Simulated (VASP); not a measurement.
# Si3C2 (P-3m1) in VASP: further runs

Runs on Si3C2. Level: PBE. Tasks: single point, relaxation of cell and atoms.

Everything below comes from runs of VASP 6.6.1. Logs are shortened: lines on timing, memory, paths and dates and some standing lists are left out, and cuts for length are marked.

## 1. The cell of the first run

It takes space group P-3m1 (No. 164, trigonal). The conventional cell has a = 2.513 Å, b = 2.513 Å, c = 24.979 Å, α = 90.00°, β = 90.00°, γ = 120.00°. Within 3.3 Å of Si (site symmetry 3m) lie 9 Si at 2.51 to 2.92 Å. Si (site symmetry 3m) has 12 Si at 2.51 to 3.01 Å within 3.3 Å. Within 3.3 Å of Si (site symmetry 3m) lie 12 Si at 2.51 to 3.01 Å. Within 1.9 Å of C (site symmetry 3m) lie 3 C at 1.45 Å. Within 1.9 Å of C (site symmetry 3m) lie 3 C at 1.45 Å.

## 2. Single point, PBE

Input file INCAR:

```
  ALGO = Normal
  EDIFF = 1E-6
  ENCUT = 520
  GGA = PE
  ISIF = 2
  ISMEAR = 0
  LASPH = T
  LCHARG = F
  LREAL = F
  LWAVE = F
  NBANDS = 31
  NELM = 100
  PREC = Accurate
  SIGMA = 0.1
```

Input file KPOINTS:

```
k-points
0
Gamma
  6 6 1
```

Input file POSCAR:

```
Si3C2
1.0
    2.5125540881      0.0000000000      0.0000000000
   -1.2562770440      2.1759356687      0.0000000000
    0.0000000000      0.0000000000     24.9787871048
Si C
6 4
Direct
    0.3333333333      0.6666666667      0.7422839654
    0.3333333333      0.6666666667      0.9495016880
    0.3333333333      0.6666666667      0.1562361845
    0.6666666667      0.3333333333      0.8437638155
    0.6666666667      0.3333333333      0.0504983120
    0.6666666667      0.3333333333      0.2577160346
    0.3333333333      0.6666666667      0.4269487592
    0.3333333333      0.6666666667      0.5730449628
    0.6666666667      0.3333333333      0.4269550372
    0.6666666667      0.3333333333      0.5730512408
```

Potentials or basis: VASP PAW PBE potentials, release 64 (Si, C).

Launch:

```console
$ cat potpaw_PBE.64/Si/POTCAR potpaw_PBE.64/C/POTCAR > POTCAR
$ mpirun -np 1 vasp_std > vasp.out
```

OUTCAR:

```text
EDIFF = 1E-6
   ENCUT = 520
   GGA = PE
   ISIF = 2
   ISMEAR = 0
   LASPH = T
   LREAL = F
   NELM = 100
   PREC = Accurate

 ion  position               nearest neighbor table
   1  0.333  0.667  0.742-   4 2.92   4 2.92   4 2.92
   2  0.333  0.667  0.950-   5 2.91   5 2.91   5 2.91   4 3.01   4 3.01   4 3.01
   3  0.333  0.667  0.156-   6 2.92   6 2.92   6 2.92   5 3.01   5 3.01   5 3.01
   4  0.667  0.333  0.844-   1 2.92   1 2.92   1 2.92   2 3.01   2 3.01   2 3.01
   5  0.667  0.333  0.050-   2 2.91   2 2.91   2 2.91   3 3.01   3 3.01   3 3.01
   6  0.667  0.333  0.258-   3 2.92   3 2.92   3 2.92
   7  0.333  0.667  0.427-   9 1.45   9 1.45   9 1.45
   8  0.333  0.667  0.573-  10 1.45  10 1.45  10 1.45
   9  0.667  0.333  0.427-   7 1.45   7 1.45   7 1.45
  10  0.667  0.333  0.573-   8 1.45   8 1.45   8 1.45

  LATTYP: Found a hexagonal cell.
 ALAT       =     2.5125540881
 C/A-ratio  =     9.9415917942

  Lattice vectors:

 A1 = (   2.5125540881,   0.0000000000,   0.0000000000)
 A2 = (  -1.2562770440,   2.1759356687,   0.0000000000)
 A3 = (   0.0000000000,   0.0000000000,  24.9787871048)

Analysis of symmetry for initial positions (statically):
=====================================================================
 Subroutine PRICEL returns:
 Original cell was already a primitive cell.

 Routine SETGRP: Setting up the symmetry group for a
 hexagonal supercell.

 Subroutine GETGRP returns: Found 12 space group operations
 (whereof 12 operations were pure point group operations)
 out of a pool of 24 trial point group operations.

The static configuration has the point symmetry D_3d.

Analysis of symmetry for dynamics (positions and initial velocities):
=====================================================================
 Subroutine PRICEL returns:
 Original cell was already a primitive cell.

 Routine SETGRP: Setting up the symmetry group for a
 hexagonal supercell.

 Subroutine GETGRP returns: Found 12 space group operations
 (whereof 12 operations were pure point group operations)
 out of a pool of 24 trial point group operations.

The dynamic configuration has the point symmetry D_3d.

 Subroutine INISYM returns: Found 12 space group operations
 (whereof 12 operations are pure point group operations),
 and found     1 'primitive' translations

----------------------------------------------------------------------------------------

                                     Primitive cell

  volume of cell :     136.5629

  direct lattice vectors                    reciprocal lattice vectors
     2.512554088  0.000000000  0.000000000     0.398001382  0.229786205  0.000000000
    -1.256277044  2.175935669  0.000000000     0.000000000  0.459572410  0.000000000
     0.000000000  0.000000000 24.978787105     0.000000000  0.000000000  0.040033969

  length of vectors
     2.512554088  2.512554088 24.978787105     0.459572410  0.459572410  0.040033969

  position of ions in fractional coordinates (direct lattice)
     0.333333333  0.666666667  0.742283965
     0.333333333  0.666666667  0.949501688
     0.333333333  0.666666667  0.156236185
     0.666666667  0.333333333  0.843763815
     0.666666667  0.333333333  0.050498312
     0.666666667  0.333333333  0.257716035
     0.333333333  0.666666667  0.426948759
     0.333333333  0.666666667  0.573044963
     0.666666667  0.333333333  0.426955037
     0.666666667  0.333333333  0.573051241

  ion indices of the primitive-cell ions
   primitive index   ion index
                 1           1
                 2           2
                 3           3
                 4           4
                 5           5
                 6           6
                 7           7
                 8           8
                 9           9
                10          10

----------------------------------------------------------------------------------------

 KPOINTS: k-points

Automatic generation of k-mesh.
 Grid dimensions read from file:
 generate k-points for:    6    6    1

 Generating k-lattice:

  Cartesian coordinates                     Fractional coordinates (reciprocal lattice)
     0.066333564  0.038297701  0.000000000     0.166666667  0.000000000  0.000000000
     0.000000000  0.076595402  0.000000000     0.000000000  0.166666667  0.000000000
     0.000000000  0.000000000  0.040033969     0.000000000  0.000000000  1.000000000

  Length of vectors
     0.076595402  0.076595402  0.040033969

  Shift w.r.t. Gamma in fractional coordinates (k-lattice)
     0.000000000  0.000000000  0.000000000

 Subroutine IBZKPT returns following result:
 ===========================================

 Found      7 irreducible k-points:

 Following reciprocal coordinates:
            Coordinates               Weight
  0.000000  0.000000  0.000000      1.000000
  0.166667  0.000000  0.000000      6.000000
  0.333333  0.000000  0.000000      6.000000
  0.500000  0.000000  0.000000      3.000000
  0.166667  0.166667  0.000000      6.000000
  0.333333  0.166667  0.000000     12.000000
  0.333333  0.333333  0.000000      2.000000
   k-points           NKPTS =      7   k-points in BZ     NKDIM =      7   number of bands    NBANDS=     31
   number of dos      NEDOS =    301   number of ions     NIONS =     10
   total plane-waves  NPLWV =  76800
   dimension x,y,z NGX =    20 NGY =   20 NGZ =  192
   dimension x,y,z NGXF=    40 NGYF=   40 NGZF=  384
   ions per type =               6   4
   NGX,Y,Z   is equivalent  to a cutoff of  13.23, 13.23, 12.78 a.u.
   NGXF,Y,Z  is equivalent  to a cutoff of  26.47, 26.47, 25.56 a.u.
 SYSTEM =  unknown system
   PREC   = accura    normal or accurate (medium, high low for compatibility)
   ISTART =      0    job   : 0-new  1-cont  2-samecut
   ICHARG =      2    charge: 1-file 2-atom 10-const
   ISPIN  =      1    spin polarized calculation?
   LNONCOLLINEAR =      F non collinear calculations
   LSORBIT =      F    spin-orbit coupling
   LASPH  =      T    aspherical Exc in radial PAW
   ENCUT  =  520.0 eV  38.22 Ry    6.18 a.u.   4.67  4.67 46.44*2*pi/ulx,y,z
   NELM   =    100;   NELMIN=  2; NELMDL= -5     # of ELM steps
   EDIFF  = 0.1E-05   stopping-criterion for ELM
   LREAL  =      F    real-space projection
   EDIFFG = 0.1E-04   stopping-criterion for IOM
   NSW    =      0    number of steps for IOM
   IBRION =     -1    ionic relax: 0-MD 1-quasi-New 2-CG
   NFREE  =      0    steps in history (QN), initial steepest desc. (CG)
   ISIF   =      2    stress and relaxation
   ISYM   =      2    0-nonsym 1-usesym 2-fastsym
   POTIM  = 0.5000    time-step for ionic-motion
   TEBEG  =    0.0;   TEEND  =   0.0 temperature during run
   PSTRESS=    0.0 pullay stress
   NELECT =      40.0000    total number of electrons
   NUPDOWN=      -1.0000    fix difference up-down
   EMIN   =  10.00;   EMAX   =-10.00  energy-range for DOS
   EFERMI =   0.00;   METHOD = LEGACY
   ISMEAR =     0;   SIGMA  =   0.10  broadening in eV -4-tet -1-fermi 0-gaus
   EFERMI_NEDOS =   21; number of points for ismear=-14 and -15
   IALGO  =     38    algorithm
   IMIX   =      4    mixing-type and parameters
     AMIX     =   0.40;   BMIX     =  1.00
     AMIX_MAG =   1.60;   BMIX_MAG =  1.00
  volume/ion in A,a.u.               =      13.66        92.16
  Fermi-wavevector in a.u.,A,eV,Ry     =   1.087219  2.054547 16.082715  1.182046
  Thomas-Fermi vector in A             =   2.223374
   LORBIT       =      0    0 simple, 1 ext, 2 COOP (PROOUT), +10 PAW based schemes
   GGA     = PE    functional components
   LHFCALC =     F    Hartree Fock is set to
   AEXX    =    0.0000 exact exchange contribution
   IVDW    =     0    specifies the selected vdW correction
   LEPSILON=     F    determine dielectric tensor
   LRPA    =     F    only Hartree local field effects (RPA)
 non-spin polarized calculation
 Gauss-broadening in eV      SIGMA  =   0.10
  energy-cutoff  :      520.00
  volume of cell :      136.56
 maximum number of plane-waves:      3729
 NGX is ok and might be reduce to    20
   NGX =  9   NGY =  9   NGZ = 93

 number of electron      40.0000001 magnetization

 Free energy of the ion-electron system (eV)
  ---------------------------------------------------
  ext. energy  EPLUGINS =         0.00000000
  ---------------------------------------------------
  free energy    TOTEN  =       -65.73788081 eV

  energy without entropy =      -65.71854003  energy(sigma->0) =      -65.72821042

 E-fermi :   7.1334     XC(G=0): -10.1545

 val. band max:        6.8990814112   @ k =   0.5000   0.0000   0.0000
 cond. band min:       7.1499968304   @ k =   0.3333   0.1667   0.0000
 fundamental gap:      0.2509154192
 Fermi energy:         7.1334271007

 k-point     1 :       0.0000    0.0000    0.0000
  band No.  band energies     occupation
      1     -12.0464      2.00000
      2     -11.9679      2.00000
      3      -7.4281      2.00000
      4      -7.0328      2.00000
      5      -6.5420      2.00000
      6      -5.5129      2.00000
[... 23 lines left out ...]
     30      17.7664      0.00000
     31      17.8754      0.00000

 k-point     2 :       0.1667    0.0000    0.0000
  band No.  band energies     occupation
      1     -11.4119      2.00000
      2     -11.3366      2.00000
      3      -6.5764      2.00000
      4      -6.1824      2.00000
      5      -5.6936      2.00000
      6      -4.6674      2.00000
[... 23 lines left out ...]
     30      15.1845      0.00000
     31      15.7374      0.00000

 k-point     3 :       0.3333    0.0000    0.0000
  band No.  band energies     occupation
      1      -9.5437      2.00000
      2      -9.4773      2.00000
      3      -4.0459      2.00000
      4      -3.6561      2.00000
      5      -3.1745      2.00000
      6      -2.4207      2.00000
[... 23 lines left out ...]
     30      14.1187      0.00000
     31      14.3623      0.00000

 k-point     4 :       0.5000    0.0000    0.0000
  band No.  band energies     occupation
      1      -7.0434      2.00000
      2      -6.9868      2.00000
      3      -5.8411      2.00000
      4      -5.7935      2.00000
      5       0.0536      2.00000
      6       0.0908      2.00000
[... 23 lines left out ...]
     30      13.2006      0.00000
     31      13.5911      0.00000

 k-point     5 :       0.1667    0.1667    0.0000
  band No.  band energies     occupation
      1     -10.1599      2.00000
      2     -10.0907      2.00000
      3      -4.8853      2.00000
      4      -4.4940      2.00000
      5      -4.0098      2.00000
      6      -2.9906      2.00000
[... 23 lines left out ...]
     30      12.6419      0.00000
     31      12.7222      0.00000

 k-point     6 :       0.3333    0.1667    0.0000
  band No.  band energies     occupation
      1      -7.7651      2.00000
      2      -7.7067      2.00000
      3      -4.1495      2.00000
      4      -4.1080      2.00000
      5      -1.5533      2.00000
      6      -1.1692      2.00000
[... 23 lines left out ...]
     30      10.4432      0.00000
     31      10.8755      0.00000

 k-point     7 :       0.3333    0.3333    0.0000
  band No.  band energies     occupation
      1      -5.3871      2.00000
      2      -5.3871      2.00000
      3      -5.3395      2.00000
      4      -5.3395      2.00000
      5      -3.1016      2.00000
      6      -3.0667      2.00000
[... 23 lines left out ...]
     30       9.2559      0.00000
     31      10.5855      0.00000

------------------------ aborting loop because EDIFF is reached ----------------------------------------

  FORCE on cell =-STRESS in cart. coord.  units (eV):
  Direction    XX          YY          ZZ          XY          YZ          ZX
  --------------------------------------------------------------------------------------
  -------------------------------------------------------------------------------------
  Total        0.0875910      0.0875910      0.0244819      0.0000000      0.0000000      0.0000000
  in kB        1.0276307      1.0276307      0.2872249      0.0000000      0.0000000      0.0000000
  external PRESSURE =       0.7808288 kB  Pullay stress =       0.0000000 kB

 VOLUME and BASIS-vectors are now :
 -----------------------------------------------------------------------------
  energy-cutoff  :      520.00
  volume of cell :      136.56
      direct lattice vectors                 reciprocal lattice vectors
     2.512554088  0.000000000  0.000000000     0.398001382  0.229786205  0.000000000
    -1.256277044  2.175935669  0.000000000     0.000000000  0.459572410  0.000000000
     0.000000000  0.000000000 24.978787105     0.000000000  0.000000000  0.040033969

 POSITION                                       TOTAL-FORCE (eV/Angst)
 -----------------------------------------------------------------------------------
     -0.00000      1.45062     18.54135         0.000000     -0.000000      0.004375
     -0.00000      1.45062     23.71740        -0.000000     -0.000000      0.001012
     -0.00000      1.45062      3.90259        -0.000000      0.000000      0.002638
      1.25628      0.72531     21.07620         0.000000     -0.000000     -0.002638
      1.25628      0.72531      1.26139         0.000000      0.000000     -0.001012
      1.25628      0.72531      6.43743        -0.000000      0.000000     -0.004375
     -0.00000      1.45062     10.66466         0.000000     -0.000000      0.004820
     -0.00000      1.45062     14.31397         0.000000     -0.000000      0.004713
      1.25628      0.72531     10.66482        -0.000000      0.000000     -0.004713
      1.25628      0.72531     14.31412         0.000000      0.000000     -0.004820
 -----------------------------------------------------------------------------------
    total drift:                               -0.000000     -0.000000      0.000000

  FREE ENERGIE OF THE ION-ELECTRON SYSTEM (eV)
  ---------------------------------------------------
  free  energy   TOTEN  =       -65.7378808137 eV

  energy  without entropy=      -65.7185400317  energy(sigma->0) =      -65.72821042
```

Run time: 35 s. Hardware: 1 thread of Intel Xeon Platinum 8559C (Emerald Rapids), shared host; peak memory 0.25 GiB.

What came out:

```
Free energy            : -65.7379 eV
Pressure               : 0.1 GPa
Largest force          : 0.005 eV/Å
Band gap on the k mesh : zero (band 20 reaches 10.53 eV, above the bottom of band 21 at 5.62 eV)
```

Forces on the atoms (eV/Å):
```
Si   0.000  0.000  0.004
Si   0.000  0.000  0.001
Si   0.000  0.000  0.003
Si   0.000  0.000 -0.003
Si   0.000  0.000 -0.001
Si   0.000  0.000 -0.004
C    0.000  0.000  0.005
C    0.000  0.000  0.005
C    0.000  0.000 -0.005
C    0.000  0.000 -0.005
```

Levels at points of the mesh, in eV from the Fermi level:
```csv
k point,band 18,band 19,band 20,band 21,band 22,band 23
"(0.00, 0.00, 0.00)",-1.65,0.42,2.69,4.24,6.04,6.41
"(0.50, 0.00, 0.00)",-3.20,-2.55,-2.10,-0.23,0.82,1.19
```

Caveat: the k points lie up to 0.48 Å⁻¹ apart.

[end of part 1 of 2]
